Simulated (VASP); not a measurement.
TaRu, 2 atoms in the cell. Symmetry: Cmmm, No. 65, orthorhombic system. Conventional cell: a = 3.441 Å, b = 4.871 Å, c = 4.162 Å, α = 90.00°, β = 90.00°, γ = 90.00°. Ta (site symmetry mmm) has 8 Ru at 2.70 to 3.20 Å and 6 Ta at 2.98 to 3.44 Å within 3.6 Å. Ru (site symmetry mmm) has 8 Ta at 2.70 to 3.20 Å and 6 Ru at 2.98 to 3.44 Å within 3.6 Å.  This cell differs from its parent crystal: strain +0.040 along x and y, +0.000 along z.

* Program: VASP 6.6.1
* Task: single point
* Functional: PBEsol
* Potentials or basis: VASP PAW PBE potentials, release 64 (Ta_pv, Ru_pv)
* Cutoff: 520 eV
* k mesh: 18 × 18 × 12
* Occupations: gaussian, width 0.15 eV
* Spin: no spin polarisation
* Dipole correction: no
* Further INCAR settings: ALGO = Fast; EDIFF = 1e-06; NBANDS = 20

Potentials or basis: VASP PAW PBE potentials, release 64 (Ta_pv, Ru_pv).

Command:

```sh
$ cat potpaw_PBE.64/Ta_pv/POTCAR potpaw_PBE.64/Ru_pv/POTCAR > POTCAR
$ mpirun -np 1 vasp_std > vasp.out
```

Hardware: 1 thread of Intel Xeon 8259CL (shared host).

How long does it take, and how much memory?

Run time: 8.3 min on 1 thread of Intel Xeon 8259CL (shared host), peak memory 0.52 GiB. Counts: scf iterations 14, k points 637.
